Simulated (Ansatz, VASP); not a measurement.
## One calculation of BN, two programs

Contents of POSCAR:

```
BN
1.0
    2.6202855191      0.0000000000      0.0000000000
   -1.3101427595      2.2692338247      0.0000000000
    0.0000000000      0.0000000000      4.1446287606
B N
2 2
Direct
    0.6666666667      0.3333333333      0.9997995909
    0.3333333333      0.6666666667      0.4997995909
    0.6666666667      0.3333333333      0.6252004091
    0.3333333333      0.6666666667      0.1252004091
```

The input INCAR.step1:

```
SYSTEM = BN
ALGO = Normal
EDIFF = 1E-4
ENCUT = 520
GGA = PE
ISMEAR = 0
LASPH = .TRUE.
LCHARG = .FALSE.
LREAL = .FALSE.
LWAVE = .TRUE.
NBANDS = 16
NELM = 60
PREC = Accurate
SIGMA = 0.05
```

Contents of INCAR.step2:

```
SYSTEM = BN
ALGO = Normal
EDIFF = 1E-6
ENCUT = 520
ISIF = 2
ISMEAR = 0
ISTART = 1
LASPH = .TRUE.
LCHARG = .TRUE.
LELF = .TRUE.
LMIXTAU = .TRUE.
LREAL = .FALSE.
LVHAR = .TRUE.
LWAVE = .FALSE.
METAGGA = R2SCAN
NBANDS = 16
NELM = 60
PREC = Accurate
SIGMA = 0.05
```

KPOINTS

```
k-points
0
G
  12 12 6
  0 0 0
```

Input for Ansatz:

```yaml
crystal:
  lattice:
    - [2.6202855191, 0.0, 0.0]
    - [-1.3101427595, 2.2692338247, 0.0]
    - [0.0, 0.0, 4.1446287606]
  atoms:
    - { symbol: B, position: [0.6666666667, 0.3333333333, 0.9997995909] }
    - { symbol: B, position: [0.3333333333, 0.6666666667, 0.4997995909] }
    - { symbol: "N", position: [0.6666666667, 0.3333333333, 0.6252004091] }
    - { symbol: "N", position: [0.3333333333, 0.6666666667, 0.1252004091] }
basis:
  ecutwfc: 500
kpoints:
  mp_grid: { grid: [12, 12, 6] }
hamiltonian:
  xc: r2scan
scf:
  occupations: { method: gaussian, width: 0.05 }
output:
  forces: true
  stress: true
  eigenvalues: true
```

Change from the starting cell: strain +0.030 along x and y, -0.015 along z, atoms carried along.

Alike in both runs: task single point; functional r2SCAN; k mesh 12 × 12 × 6; occupations gaussian, width 0.05 eV; no spin polarisation.

|  | VASP | Ansatz |
| --- | --- | --- |
| version | VASP 6.6.1 | Ansatz 0.2.0 |
| potentials or method | VASP PAW PBE potentials, release 64 (B, N), cutoff 520 eV | scalar-relativistic, plane waves, PAW |
| valence electrons in the cell | 16 | 16 |

|  | VASP | Ansatz | Ansatz less VASP |
| --- | --- | --- | --- |
| gap on the k mesh at the Fermi level (eV) | 5.92 | 5.95 | +0.030 |
| least direct gap on the mesh (eV) | 8.37 | 8.38 | +0.018 |
| pressure (GPa) | -13.9 | -14.8 | -0.95 |
| traceless stress, the component that is largest in VASP (GPa) | 27.33 | 27.17 | -0.162 |
| rms of the force components (eV/Å) | 0.014 | 0.009 | -0.0050 |

VASP's potentials were made for PBE, not for r2SCAN. Atom by atom the forces differ by 0.005 eV/Å (rms over components). The functional is the same, so the differences come from potentials, cutoffs and numerics.
